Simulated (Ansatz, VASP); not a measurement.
## One calculation of Cs3Hf, two programs

```xyz
4
Lattice="5.3415 0.0000 0.0000 0.0000 5.3415 0.0000 0.0000 0.0000 5.3415" Properties=species:S:1:pos:R:3 pbc="T T T"
Cs    0.0000    2.6708    2.6708
Cs    2.6708    0.0000    2.6708
Cs    2.6708    2.6708    0.0000
Hf    0.0000    0.0000    0.0000
```

Alike in both runs: task single point; functional PBE; k mesh 4 × 4 × 4; occupations gaussian, width 0.1 eV; no spin polarisation.

|  | VASP | Ansatz |
| --- | --- | --- |
| version | VASP 6.6.1 | Ansatz 0.2.0 |
| potentials or method | VASP PAW PBE potentials, release 64 (Cs_sv, Hf_pv), cutoff 520 eV | scalar-relativistic, plane waves, PAW |
| valence electrons in the cell | 37 | 53 |

Ansatz gave:

```
gap on the k mesh at the Fermi level (eV) : none
pressure (GPa)                            : 4.4
```

**Question.** Which values does VASP return?

**Answer.** gap on the k mesh at the Fermi level (eV): none; pressure (GPa): 4.5.

A gap of «none» marks a metal or a gap that the smearing closes. The functional is the same, so the differences come from potentials, cutoffs and numerics. VASP's potentials hold 37 valence electrons a cell and Ansatz's 53, so a difference there can come from the potentials and not from the codes.

Neither program's run includes spin-orbit coupling.
